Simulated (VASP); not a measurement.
A run of VASP 6.6.1:

INCAR

```
SYSTEM = Tl
ALGO     = Normal         ! electronic algorithm
EDIFF    = 1E-6           ! SCF threshold, eV
EDIFFG   = -0.008         ! ionic threshold
ENCUT    = 600            ! plane-wave cutoff, eV
GGA      = PE             ! functional
IBRION   = 2              ! ionic algorithm
ISIF     = 3              ! what is computed and relaxed
ISMEAR   = 0              ! smearing method
IVDW     = 12             ! dispersion correction
LASPH    = .TRUE.         ! aspherical terms in the spheres
LCHARG   = .FALSE.        ! write CHGCAR
LREAL    = .FALSE.        ! projectors in reciprocal space
LWAVE    = .FALSE.        ! write WAVECAR
NELM     = 100            ! most SCF steps
NSW      = 70             ! ionic steps
PREC     = Accurate       ! precision mode
PSTRESS  = 600.0        
SIGMA    = 0.1            ! smearing width, eV
```

File KPOINTS:

```
k-points
0
G
  18 18 6
  0 0 0
```

The input POSCAR:

```
Tl
1.0
    2.9996377807      0.0000000000      0.0000000000
   -1.4998188904      2.5977625203      0.0000000000
    0.0000000000      0.0000000000      9.8107320262
Tl
4
Direct
    0.0000000000      0.0000000000      0.0000000000
    0.3333333333      0.6666666667      0.2500000000
    0.0000000000      0.0000000000      0.5000000000
    0.6666666667      0.3333333333      0.7500000000
```

Potentials or basis: VASP PAW PBE potentials, release 64 (Tl_d).

Run with:

```console
$ cat potpaw_PBE.64/Tl_d/POTCAR > POTCAR
$ mpirun -np 1 vasp_std > vasp.out
```

Hardware: 1 thread of Intel(R) Xeon(R) 6975P-C (Granite Rapids), on a shared host.

Question: Estimate the wall time of this run.

Answer: It took 7.9 min on 1 thread of Intel(R) Xeon(R) 6975P-C (Granite Rapids) (shared host), peak memory 0.44 GiB. Counts: scf iterations 50, k points 148, ion steps 6.
